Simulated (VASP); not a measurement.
# Ga6N5 (a cell with a defect) in VASP: a series of runs

Ga6N5 (a cell with a defect) is run at these levels: PBE; tasks: single point.

All numbers are computed with VASP 6.6.1; they aren't measurements. Logs are shortened: lines on timing, memory, paths and dates and some standing lists are left out, and cuts for length are marked.

## Step 1: The cell of the first run

The cell holds a defect, 11 atoms: a = 5.243 Å, b = 5.574 Å, c = 5.574 Å, α = 120.00°, β = 90.00°, γ = 90.00°.

## Step 2: Single point, PBE

The input, INCAR:

```
ALGO = Normal
EDIFF = 1E-6
ENCUT = 520
GGA = PE
ISIF = 2
ISMEAR = 0
LASPH = T
LCHARG = F
LREAL = F
LWAVE = F
NBANDS = 62
NELECT = 102.0
NELM = 100
PREC = Accurate
SIGMA = 0.01
```

The input, KPOINTS:

```
k-points
0
Gamma
  3 3 3
```

The input, POSCAR:

```
Ga6N5
1.0
    0.0000000000      0.0000000000      5.2431684095
   -4.8275562239      2.7871908853      0.0000000000
    0.0000000001     -5.5743817708      0.0000000000
Ga N
6 5
Direct
    0.4922585212      0.0000000000      0.3333333333
    0.4974377361      0.3333333333      0.0000000000
    0.4974377361      0.6666666667      0.6666666667
    1.0013043294      0.3323938295      0.3333333333
    1.0013043294      0.6676061705      0.0009395039
    1.0013043294      1.0000000000      0.6657271628
    0.8750214370      0.3333333333      0.0000000000
    0.8750214370      0.6666666667      0.6666666667
    0.3776816691      0.3312500352      0.3333333333
    0.3776816691      0.6687499648      0.0020832981
    0.3776816691      1.0000000000      0.6645833685
```

Potentials or basis: VASP PAW PBE potentials, release 64 (Ga_d, N).

Command:

```sh
$ cat potpaw_PBE.64/Ga_d/POTCAR potpaw_PBE.64/N/POTCAR > POTCAR
$ mpirun -np 1 vasp_std > vasp.out
```

OUTCAR:

```text
EDIFF = 1E-6
   ENCUT = 520
   GGA = PE
   ISIF = 2
   ISMEAR = 0
   LASPH = T
   LREAL = F
   NELECT = 102.0
   NELM = 100
   PREC = Accurate

 ion  position               nearest neighbor table
   1  0.492  0.000  0.333-   9 1.94  10 1.94  11 1.94
   2  0.497  0.333  0.000-   9 1.97  11 1.97  10 1.97   7 1.98
   3  0.497  0.667  0.667-  10 1.97  11 1.97   9 1.97   8 1.98
   4  0.001  0.332  0.333-   9 1.97   7 1.98   8 1.98
   5  0.001  0.668  0.001-  10 1.97   7 1.98   8 1.98
   6  0.001  0.000  0.666-  11 1.97   8 1.98   7 1.98
   7  0.875  0.333  0.000-   4 1.98   5 1.98   6 1.98   2 1.98
   8  0.875  0.667  0.667-   6 1.98   4 1.98   5 1.98   3 1.98
   9  0.378  0.331  0.333-   1 1.94   2 1.97   3 1.97   4 1.97
  10  0.378  0.669  0.002-   1 1.94   3 1.97   2 1.97   5 1.97
  11  0.378  0.000  0.665-   1 1.94   3 1.97   2 1.97   6 1.97

  LATTYP: Found a hexagonal cell.
 ALAT       =     5.5743817707
 C/A-ratio  =     0.9405829427

  Lattice vectors:

 A1 = (  -4.8275562239,   2.7871908853,   0.0000000000)
 A2 = (   0.0000000001,  -5.5743817708,   0.0000000000)
 A3 = (   0.0000000000,   0.0000000000,   5.2431684095)

Analysis of symmetry for initial positions (statically):
=====================================================================
 Subroutine PRICEL returns:
 Original cell was already a primitive cell.

 Routine SETGRP: Setting up the symmetry group for a
 hexagonal supercell.

 Subroutine GETGRP returns: Found  6 space group operations
 (whereof  2 operations were pure point group operations)
 out of a pool of 24 trial point group operations.

The static configuration has the point symmetry C_1h.
 The point group associated with its full space group is C_3v.

Analysis of symmetry for dynamics (positions and initial velocities):
=====================================================================
 Subroutine PRICEL returns:
 Original cell was already a primitive cell.

 Routine SETGRP: Setting up the symmetry group for a
 hexagonal supercell.

 Subroutine GETGRP returns: Found  6 space group operations
 (whereof  2 operations were pure point group operations)
 out of a pool of 24 trial point group operations.

The dynamic configuration has the point symmetry C_1h.
 The point group associated with its full space group is C_3v.

 Subroutine INISYM returns: Found  6 space group operations
[... 103 lines left out ...]
   ISIF   =      2    stress and relaxation
   ISYM   =      2    0-nonsym 1-usesym 2-fastsym
   POTIM  = 0.5000    time-step for ionic-motion
   TEBEG  =    0.0;   TEEND  =   0.0 temperature during run
   PSTRESS=    0.0 pullay stress
   NELECT =     102.0000    total number of electrons
   NUPDOWN=      -1.0000    fix difference up-down
   EMIN   =  10.00;   EMAX   =-10.00  energy-range for DOS
   EFERMI =   0.00;   METHOD = LEGACY
   ISMEAR =     0;   SIGMA  =   0.01  broadening in eV -4-tet -1-fermi 0-gaus
   EFERMI_NEDOS =   21; number of points for ismear=-14 and -15
   IALGO  =     38    algorithm
   IMIX   =      4    mixing-type and parameters
     AMIX     =   0.40;   BMIX     =  1.00
     AMIX_MAG =   1.60;   BMIX_MAG =  1.00
  volume/ion in A,a.u.               =      12.83        86.56
  Fermi-wavevector in a.u.,A,eV,Ry     =   1.469272  2.776522 29.371725  2.158761
  Thomas-Fermi vector in A             =   2.584670
   LORBIT       =      0    0 simple, 1 ext, 2 COOP (PROOUT), +10 PAW based schemes
   GGA     = PE    functional components
   LHFCALC =     F    Hartree Fock is set to
   AEXX    =    0.0000 exact exchange contribution
   IVDW    =     0    specifies the selected vdW correction
   LEPSILON=     F    determine dielectric tensor
   LRPA    =     F    only Hartree local field effects (RPA)
 non-spin polarized calculation
 Gauss-broadening in eV      SIGMA  =   0.01
  energy-cutoff  :      520.00
  volume of cell :      141.10
 maximum number of plane-waves:      3817
 NGX is ok and might be reduce to    40
   NGX = 19   NGY = 21   NGZ = 21

 number of electron     101.9999963 magnetization

 Free energy of the ion-electron system (eV)
  ---------------------------------------------------
  ext. energy  EPLUGINS =         0.00000000
  ---------------------------------------------------
  free energy    TOTEN  =       -67.95874589 eV

  energy without entropy =      -67.95874589  energy(sigma->0) =      -67.95874589

 E-fermi :   4.7070     XC(G=0): -11.1561

 val. band max:        4.6295715964   @ k =   0.0000   0.3333   0.0000
 cond. band min:       6.5935842776   @ k =   0.0000   0.3333   0.0000
 fundamental gap:      1.9640126812
 Fermi energy:         4.7069711899

 k-point     1 :       0.0000    0.0000    0.0000
  band No.  band energies     occupation
      1     -11.0001      2.00000
      2     -10.3691      2.00000
      3     -10.3177      2.00000
      4     -10.2602      2.00000
      5     -10.2602      2.00000
      6      -9.0375      2.00000
[... 444 lines left out ...]
     61      12.1616      0.00000
     62      12.1616      0.00000

------------------------ aborting loop because EDIFF is reached ----------------------------------------

  FORCE on cell =-STRESS in cart. coord.  units (eV):
  Direction    XX          YY          ZZ          XY          YZ          ZX
  --------------------------------------------------------------------------------------
  -------------------------------------------------------------------------------------
  Total      -11.5226957    -11.5226957    -11.7853388     -0.0000000      0.0000000      0.0000000
  in kB     -130.8418931   -130.8418931   -133.8242439     -0.0000000      0.0000000      0.0000000
  external PRESSURE =    -131.8360101 kB  Pullay stress =       0.0000000 kB

 VOLUME and BASIS-vectors are now :
 -----------------------------------------------------------------------------
  energy-cutoff  :      520.00
  volume of cell :      141.10
      direct lattice vectors                 reciprocal lattice vectors
     0.000000000  0.000000000  5.243168409     0.000000000  0.000000000  0.190724372
    -4.827556224  2.787190885  0.000000000    -0.207144144 -0.000000000  0.000000000
     0.000000000 -5.574381771  0.000000000    -0.103572072 -0.179392091  0.000000000

 POSITION                                       TOTAL-FORCE (eV/Angst)
 -----------------------------------------------------------------------------------
      0.00000     -1.85813      2.58099        -0.000000      0.000000     -0.009680
     -1.60919      0.92906      2.60815        -0.000000     -0.000000      0.006980
     -3.21837     -1.85813      2.60815        -0.000000      0.000000      0.006980
     -1.60465     -0.93168      0.00684         0.015197     -0.008774      0.000674
     -3.22291      1.85551      0.00684        -0.015197     -0.008774      0.000674
      0.00000     -3.71102      0.00684        -0.000000      0.017548      0.000674
     -1.60919      0.92906      4.58788        -0.000000      0.000000     -0.019004
     -3.21837     -1.85813      4.58788        -0.000000      0.000000     -0.019004
     -1.59913     -0.93487      1.98025         0.005041     -0.002911      0.010569
     -3.22843      1.85232      1.98025        -0.005041     -0.002911      0.010569
      0.00000     -3.70464      1.98025        -0.000000      0.005821      0.010569
 -----------------------------------------------------------------------------------
    total drift:                               -0.000004     -0.000001     -0.000928

  FREE ENERGIE OF THE ION-ELECTRON SYSTEM (eV)
  ---------------------------------------------------
  free  energy   TOTEN  =       -67.9587458878 eV

  energy  without entropy=      -67.9587458878  energy(sigma->0) =      -67.95874589
```

stdout:

```text
POSCAR found type information on POSCAR GaN
 POSCAR found :  2 types and      11 ions
 scaLAPACK will be used
 LDA part: xc-table for (Slater+PW92), standard interpolation
 POSCAR, INCAR and KPOINTS ok, starting setup
 FFT: planning ... GRIDC
 FFT: planning ... GRID_SOFT
 FFT: planning ... GRID
 WAVECAR not read
 entering main loop
 the old and the new charge density differ
 old charge density:   103.00000 new  102.00000
    0.171E+01
```

Run time: 84 s. Hardware: 1 thread of Intel Xeon Platinum 8259CL at 2.50GHz (Skylake/Cascade Lake), shared host; peak memory 0.26 GiB.

Results:

* Free energy: -67.9587 eV
* Largest force: 0.019 eV/Å

Forces on the atoms (eV/Å):
```
Ga   0.000  0.000 -0.010
Ga   0.000  0.000  0.007
Ga   0.000  0.000  0.007
Ga   0.015 -0.009  0.001
Ga  -0.015 -0.009  0.001
Ga   0.000  0.018  0.001
N    0.000  0.000 -0.019
N    0.000  0.000 -0.019
N    0.005 -0.003  0.011
N   -0.005 -0.003  0.011
N    0.000  0.006  0.011
```

Caveat: the k points lie up to 0.43 Å⁻¹ apart; the cell carries a net charge on a neutralising background, which shifts energy and pressure; the cell is charged against a uniform background, so pressure and absolute levels hang on convention.

## Step 3: Single point, PBE, collinear spin

The input, INCAR:

```
SYSTEM = Ga6N5
PREC = Accurate
ENCUT = 520
EDIFF = 1E-6
ISMEAR = 0
SIGMA = 0.01
LREAL = .False.
LASPH = .True.
NELM = 150
ALGO = Normal
ISIF = 2
LWAVE = .False.
LCHARG = .False.
ISPIN = 2
MAGMOM = 0.25 0 0 0.25 0.25 0.25 0 0 0 0 0
LORBIT = 11
GGA = PE
NBANDS = 66
```

The input, KPOINTS:

```
regular mesh
0
Gamma
  3 3 3
  0 0 0
```

The input, POSCAR:

```
Ga6N5
1.0
    0.0000000000      0.0000000000      5.2431684095
   -4.8275562239      2.7871908853      0.0000000000
    0.0000000001     -5.5743817708      0.0000000000
Ga N
6 5
Direct
    0.5085135141      0.0000000000      0.3333333333
    0.4987881305      0.3333333333      0.0000000000
    0.4987881305      0.6666666667      0.6666666667
    0.9942312274      0.3198838270      0.3333333333
    0.9942312274      0.6801161730      0.0134495063
    0.9942312274      1.0000000000      0.6532171603
    0.8762724533      0.3333333333      0.0000000000
    0.8762724533      0.6666666667      0.6666666667
    0.3776021664      0.3304614653      0.3333333333
    0.3776021664      0.6695385347      0.0028718681
    0.3776021664      1.0000000000      0.6637947986
```

Potentials or basis: VASP PAW PBE potentials, release 64 (Ga_d, N).

Command:

```sh
$ cat potpaw_PBE.64/Ga_d/POTCAR potpaw_PBE.64/N/POTCAR > POTCAR
$ mpirun -np 1 vasp_std > vasp.out
```

OUTCAR:

```text
SYSTEM = Ga6N5
   PREC = Accurate
   ENCUT = 520
   EDIFF = 1E-6
   ISMEAR = 0
   LREAL = .False.
   LASPH = .True.
   NELM = 150
   ISIF = 2
   ISPIN = 2
   LORBIT = 11
   GGA = PE

 ion  position               nearest neighbor table
   1  0.509  0.000  0.333-  10 1.97   9 1.97  11 1.97
   2  0.499  0.333  0.000-   9 1.97  10 1.97  11 1.97   7 1.98
   3  0.499  0.667  0.667-  11 1.97   9 1.97  10 1.97   8 1.98
   4  0.994  0.320  0.333-   7 2.00   8 2.00   9 2.01
   5  0.994  0.680  0.013-   8 2.00   7 2.00  10 2.01
   6  0.994  0.000  0.653-   8 2.00   7 2.00  11 2.01
   7  0.876  0.333  0.000-   2 1.98   4 2.00   6 2.00   5 2.00
   8  0.876  0.667  0.667-   3 1.98   5 2.00   6 2.00   4 2.00
   9  0.378  0.330  0.333-   1 1.97   2 1.97   3 1.97   4 2.01
  10  0.378  0.670  0.003-   1 1.97   2 1.97   3 1.97   5 2.01
  11  0.378  0.000  0.664-   1 1.97   3 1.97   2 1.97   6 2.01

  LATTYP: Found a hexagonal cell.
 ALAT       =     5.5743817707
 C/A-ratio  =     0.9405829427

  Lattice vectors:

 A1 = (  -4.8275562239,   2.7871908853,   0.0000000000)
 A2 = (   0.0000000001,  -5.5743817708,   0.0000000000)
 A3 = (   0.0000000000,   0.0000000000,   5.2431684095)

Analysis of symmetry for initial positions (statically):
=====================================================================
 Subroutine PRICEL returns:
 Original cell was already a primitive cell.

 Routine SETGRP: Setting up the symmetry group for a
 hexagonal supercell.

 Subroutine GETGRP returns: Found  6 space group operations
 (whereof  2 operations were pure point group operations)
 out of a pool of 24 trial point group operations.

The static configuration has the point symmetry C_1h.
 The point group associated with its full space group is C_3v.

[... 655 lines left out ...]
      3     -10.2468      1.00000
      4     -10.2371      1.00000
      5     -10.1396      1.00000
      6      -8.9782      1.00000
[... 451 lines left out ...]
     62      12.1064      0.00000
     63      13.1409      0.00000
 [bands above 63 left out]

------------------------ aborting loop because EDIFF is reached ----------------------------------------

  FORCE on cell =-STRESS in cart. coord.  units (eV):
  Direction    XX          YY          ZZ          XY          YZ          ZX
  --------------------------------------------------------------------------------------
  -------------------------------------------------------------------------------------
  Total       -0.4667764     -0.4667764     -1.5682800     -0.0000000      0.0000000      0.0000000
  in kB       -5.3003148     -5.3003148    -17.8080482     -0.0000000      0.0000000      0.0000000
  external PRESSURE =      -9.4695592 kB  Pullay stress =       0.0000000 kB

 VOLUME and BASIS-vectors are now :
 -----------------------------------------------------------------------------
  energy-cutoff  :      520.00
  volume of cell :      141.10
      direct lattice vectors                 reciprocal lattice vectors
     0.000000000  0.000000000  5.243168409     0.000000000  0.000000000  0.190724372
    -4.827556224  2.787190885  0.000000000    -0.207144144 -0.000000000  0.000000000
     0.000000000 -5.574381771  0.000000000    -0.103572072 -0.179392091  0.000000000

 POSITION                                       TOTAL-FORCE (eV/Angst)
 -----------------------------------------------------------------------------------
      0.00000     -1.85813      2.66622        -0.000000      0.000000      0.014032
     -1.60919      0.92906      2.61523        -0.000000      0.000000      0.012687
     -3.21837     -1.85813      2.61523        -0.000000      0.000000      0.012687
     -1.54426     -0.96655      5.21292         0.019409     -0.011206      0.014857
     -3.28330      1.82064      5.21292        -0.019409     -0.011206      0.014857
      0.00000     -3.64128      5.21292        -0.000000      0.022411      0.014857
     -1.60919      0.92906      4.59444        -0.000000     -0.000000     -0.024503
     -3.21837     -1.85813      4.59444        -0.000000      0.000000     -0.024503
     -1.59532     -0.93707      1.97983        -0.001891      0.001092     -0.011657
     -3.23223      1.85012      1.97983         0.001891      0.001092     -0.011657
      0.00000     -3.70025      1.97983         0.000000     -0.002184     -0.011657
 -----------------------------------------------------------------------------------
    total drift:                               -0.000006      0.000031     -0.001649

  FREE ENERGIE OF THE ION-ELECTRON SYSTEM (eV)
  ---------------------------------------------------
  free  energy   TOTEN  =       -61.2891721092 eV

  energy  without entropy=      -61.2886721174  energy(sigma->0) =      -61.28892211

 total charge

# of ion       s       p       d       tot
------------------------------------------
    1        0.817   0.777  10.104  11.699
    2        0.781   0.852  10.157  11.790
    3        0.781   0.852  10.157  11.790
    4        0.842   0.740  10.079  11.661
    5        0.842   0.740  10.079  11.661
    6        0.842   0.740  10.079  11.661
    7        1.260   2.431   0.000   3.691
    8        1.260   2.431   0.000   3.691
    9        1.239   2.467   0.000   3.706
   10        1.239   2.467   0.000   3.706
   11        1.239   2.467   0.000   3.706
--------------------------------------------------
tot         11.143  16.965  60.654  88.762

 magnetization (x)

# of ion       s       p       d       tot
------------------------------------------
    1        0.017   0.014   0.002   0.033
    2        0.001   0.003   0.001   0.005
    3        0.001   0.003   0.001   0.005
    4        0.025   0.021   0.002   0.049
    5        0.025   0.021   0.002   0.049
    6        0.025   0.021   0.002   0.049
    7        0.013   0.008   0.000   0.022
    8        0.013   0.008   0.000   0.022
    9        0.006   0.015   0.000   0.021
   10        0.006   0.015   0.000   0.021
   11        0.006   0.015   0.000   0.021
--------------------------------------------------
tot          0.140   0.144   0.011   0.295
```

Wall time 2.8 min (1 thread of Intel Xeon Platinum 8259CL at 2.50GHz (Skylake/Cascade Lake), shared host); peak memory 0.34 GiB.

Results:

```yaml
Free_energy: -61.2892 eV
Pressure: -0.9 GPa
Largest_force: 0.027 eV/Å
Net_moment: 0.48 μB per cell
Site_moments: Ga +0.03, +0.01, +0.05; N +0.02 μB
Valence_electrons_inside_the_program's_atomic_spheres: Ga 11.70, 11.79, 11.66; N 3.69, 3.71
```

Forces on the atoms (eV/Å):
```
Ga   0.000  0.000  0.014
Ga   0.000  0.000  0.013
Ga   0.000  0.000  0.013
Ga   0.019 -0.011  0.015
Ga  -0.019 -0.011  0.015
Ga   0.000  0.022  0.015
N    0.000  0.000 -0.025
N    0.000  0.000 -0.025
N   -0.002  0.001 -0.012
N    0.002  0.001 -0.012
N    0.000 -0.002 -0.012
```

Caveat: the k points lie up to 0.43 Å⁻¹ apart.

(Continued in part 2 of 2.)
